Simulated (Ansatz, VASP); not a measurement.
# Pb in VASP and in Ansatz

INCAR

```
PREC     = Accurate       # precision mode
ENCUT    = 600            # plane-wave cutoff, eV
EDIFF    = 1E-6           # SCF threshold, eV
ISMEAR   = 0              # smearing method
SIGMA    = 0.1            # smearing width, eV
LREAL    = F              # projectors in reciprocal space
LASPH    = T              # aspherical terms in the spheres
NELM     = 100            # most SCF steps
ALGO     = Normal         # electronic algorithm
ISIF     = 3              # what is computed and relaxed
LWAVE    = F              # write WAVECAR
LCHARG   = F              # write CHGCAR
GGA      = PE             # functional
IBRION   = 2              # ionic algorithm
NSW      = 90             # ionic steps
EDIFFG   = -0.04          # ionic threshold
```

KPOINTS

```
regular mesh
0
Gamma
  6 6 2
```

POSCAR

```
Pb
1.0
    3.8451451483      0.0000000000      0.0000000000
   -1.9225725741      3.3299933796      0.0000000000
    0.0000000000      0.0000000000     10.5702624013
Pb
4
Direct
    0.0000000000      0.0000000000      0.0000000000
    0.0000000000      0.0000000000      0.5000000000
    0.3333333333      0.6666666667      0.0050000000
    0.6666666667      0.3333333333      0.5050000000
```

Input for Ansatz:

```yaml
crystal:
  lattice:
    - [3.8451451483, 0.0, 0.0]
    - [-1.9225725741, 3.3299933796, 0.0]
    - [0.0, 0.0, 10.5702624013]
  atoms:
    - { symbol: Pb, position: [0.0, 0.0, 0.0] }
    - { symbol: Pb, position: [0.0, 0.0, 0.5] }
    - { symbol: Pb, position: [0.3333333333, 0.6666666667, 0.005] }
    - { symbol: Pb, position: [0.6666666667, 0.3333333333, 0.505] }
basis:
  ecutwfc: 420
kpoints:
  mp_grid: { grid: [6, 6, 2] }
hamiltonian:
  xc: pbe
scf:
  occupations: { method: gaussian, width: 0.1 }
  lower_state_search: "off"
output:
  forces: true
  stress: true
  eigenvalues: true
relax:
  adjacent_minimum: "off"
  f_tol: 0.04
  max_steps: 70
  cell: { stress_tol: 0.4 }
```

Alike in both runs: task relaxation of cell and atoms; functional PBE; k mesh 6 × 6 × 2; occupations gaussian, width 0.1 eV; no spin polarisation.

|  | VASP | Ansatz |
| --- | --- | --- |
| version | VASP 6.6.1 | Ansatz 0.2.0 |
| potentials or method | VASP PAW PBE potentials, release 64 (Pb_d), cutoff 600 eV | scalar-relativistic, plane waves, PAW |
| valence electrons in the cell | 56 | 56 |

|  | VASP | Ansatz | Ansatz less VASP |
| --- | --- | --- | --- |
| gap on the k mesh at the Fermi level, each at its own relaxed structure (eV) | none | none | - |
| relaxed volume (Å³/atom) | 35.19 | 34.79 | -0.397 |
| relaxed length of the cell vector where the two differ most in proportion (Å) | 4.641 | 4.612 | -0.0285 |

A gap of «none» marks a metal or a gap that the smearing closes.

Neither program's run includes spin-orbit coupling.
